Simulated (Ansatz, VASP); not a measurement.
# Two plane-wave programs on B

Contents of POSCAR:

```
B
1.0
    1.8844875098      0.0000000000      0.0000000000
    0.0000000000      1.8844875098      0.0000000000
    0.0000000000      0.0000000000      1.8844875098
B
1
Direct
    0.0000000000      0.0000000000      0.0000000000
```

INCAR.step1

```
PREC     = Accurate       # precision mode
ENCUT    = 550            # plane-wave cutoff, eV
ISMEAR   = -1             # smearing method
SIGMA    = 0.1            # smearing width, eV
LREAL    = False          # projectors in reciprocal space
LASPH    = True           # aspherical terms in the spheres
NELM     = 200            # most SCF steps
MAGMOM   = 0 0 0          # initial moments
LSORBIT  = True           # spin-orbit coupling
GGA_COMPAT= False        
NBANDS   = 14             # bands
GGA      = PE             # functional
ALGO     = Normal         # electronic algorithm
EDIFF    = 1E-5           # SCF threshold, eV
LWAVE    = True           # write WAVECAR
LCHARG   = False          # write CHGCAR
```

File INCAR.step2:

```
PREC     = Accurate       # precision mode
ENCUT    = 550            # plane-wave cutoff, eV
EDIFF    = 1E-6           # SCF threshold, eV
ISMEAR   = -1             # smearing method
SIGMA    = 0.1            # smearing width, eV
LREAL    = False          # projectors in reciprocal space
LASPH    = True           # aspherical terms in the spheres
NELM     = 200            # most SCF steps
ALGO     = Normal         # electronic algorithm
ISIF     = 2              # what is computed and relaxed
LWAVE    = False          # write WAVECAR
LCHARG   = True           # write CHGCAR
MAGMOM   = 0 0 0          # initial moments
LORBIT   = 11             # projections on sites
LSORBIT  = True           # spin-orbit coupling
GGA_COMPAT= False        
LORBMOM  = True         
METAGGA  = R2SCAN         # meta-GGA
LMIXTAU  = True         
LVHAR    = True         
NBANDS   = 14             # bands
ISTART   = 1
```

KPOINTS

```
Automatic mesh
0
Gamma
  16 16 16
```

Input for Ansatz:

```yaml
crystal:
  lattice:
    - [1.8844875098, 0.0, 0.0]
    - [0.0, 1.8844875098, 0.0]
    - [0.0, 0.0, 1.8844875098]
  atoms:
    - { symbol: B, position: [0.0, 0.0, 0.0] }
hamiltonian:
  xc: r2scan
  pseudopotentials:
    kind: paw_fr
    azcp:
      B: "pseudopotentials/B.paw.azcp"
basis:
  ecutwfc: 500
  fft_grid_basis: typed
kpoints:
  mp_grid: { grid: [16, 16, 16], shift: [0, 0, 0] }
magnetization:
  noncollinear: true
  spin_orbit: true
scf:
  occupations: { method: fermi_dirac, width: 0.1 }
output:
  write_density: true
  write_potential: true
  elf: true
  volumetric_format: npy
```

Alike in both runs: task single point; functional r2SCAN; k mesh 16 × 16 × 16; occupations fermi-dirac, width 0.1 eV; non-collinear spin, spin-orbit coupling.

```csv
,VASP,Ansatz
version,VASP 6.6.1,Ansatz 0.2.0
potentials or method,"VASP PAW PBE potentials, release 64 (B), cutoff 550 eV","plane waves (500 eV) with PAW, fully relativistic with spin-orbit coupling"
valence electrons in the cell,3,3
```

```csv
,VASP,Ansatz,Ansatz less VASP
net moment per atom (μB),0.00,0.00,0.000
```

VASP's potentials were made for PBE, not for r2SCAN. With one functional, cell and mesh, what is left measures potentials, basis and numerics.
